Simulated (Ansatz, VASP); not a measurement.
One calculation of Fe, two programs

```
CELL_PARAMETERS angstrom
2.39494 0.00000 0.00000
0.00000 2.39494 0.00000
0.00000 0.00000 3.54152
ATOMIC_POSITIONS crystal
Fe 0.00000 0.00000 0.00000
Fe 0.50000 0.50000 0.50000
```

Alike in both runs: functional PBEsol; k mesh 12 × 12 × 9; occupations fermi-dirac, width 0.05 eV; collinear spin.

Ansatz relaxed the structure, and its values are those at the end. VASP's run is a single point on that final structure, the one shown.

|  | VASP | Ansatz |
| --- | --- | --- |
| version | VASP 6.6.1 | Ansatz 0.2.0 |
| potentials or method | VASP PAW PBE potentials, release 64 (Fe), cutoff 520 eV | plane waves (420 eV) with PAW, scalar-relativistic |
| valence electrons in the cell | 16 | 32 |

Ansatz gave:

- pressure (GPa): 0.0
- net moment per atom (μB): 0.00
- size of the moment on the site where the two differ most (μB): 1.18

Problem. Estimate VASP's values.

Solution. Pressure (GPa): -0.2; net moment per atom (μB): 0.00; size of the moment on the site where the two differ most (μB): 1.22.

VASP's potentials were made for PBE, not for PBEsol, and Ansatz warns of the same on its side. Site moments also hang on the region over which each program counts them. VASP's potentials hold 16 valence electrons a cell and Ansatz's 32, so a difference there can come from the potentials and not from the codes.
